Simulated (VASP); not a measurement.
Wanted: the native input for a VASP 6.6.1 run.

```
Task                   : relaxation of cell and atoms
Functional             : PBE
Potentials or basis    : VASP PAW PBE potentials, release 64 (Li_sv)
Cutoff                 : 600 eV
k mesh                 : 20 × 20 × 20
Occupations            : gaussian, width 0.1 eV
Spin                   : no spin polarisation
Dipole correction      : no
Further INCAR settings : ALGO = Normal; EDIFF = 1e-06; IBRION = 2; EDIFFG = -0.01; NSW = 100; ISIF = 3
```

The structure of Li lies in POSCAR:

```
Li
1.0
    2.7146874152      0.0000000000      0.0000000000
    0.0000000000      2.7146874152      0.0000000000
    0.0000000000      0.0000000000      2.7146874152
Li
1
Direct
    0.5000000000      0.5000000000      0.5000000000
```

The cell was generated, and may not be a known phase.

These files were run (other wordings do the same):

INCAR

```
SYSTEM = Li
PREC = Accurate
ENCUT = 600
EDIFF = 1E-6
ISMEAR = 0
SIGMA = 0.1
LREAL = .False.
LASPH = .True.
NELM = 100
ALGO = Normal
ISIF = 3
LWAVE = .False.
LCHARG = .False.
GGA = PE
IBRION = 2
NSW = 100
EDIFFG = -0.01
```

KPOINTS

```
Automatic mesh
0
Gamma
  20 20 20
  0 0 0
```

Potentials or basis: VASP PAW PBE potentials, release 64 (Li_sv).

The run is started by

```bash
$ cat potpaw_PBE.64/Li_sv/POTCAR > POTCAR
$ mpirun -np 1 vasp_std > vasp.out
```

It gave:

| Item | Value |
| --- | --- |
| Relaxed volume | 20.15 Å³/atom |
| Relaxed cell | a = 2.721 Å, b = 2.721 Å, c = 2.721 Å, α = 90.00°, β = 90.00°, γ = 90.00° |
| Space group after relaxing (to 0.1 Å) | Pm-3m (No. 221) |
| Energy gained by relaxing | 0.1 meV/atom |
| Ionic steps | 3 |
| Pressure after relaxing | 0.0 GPa |
| Band gap on the k mesh | zero (an odd number of electrons rules out a gap without spin polarisation) |

Caveat: the cutoff is under 1.25 times the usual one of these potentials, so pressure, stress and relaxed cells hold a basis-set (Pulay) error.

Wall time 70 s on 1 thread of AMD EPYC 7R13, with other jobs on the host, peak memory 0.12 GiB.
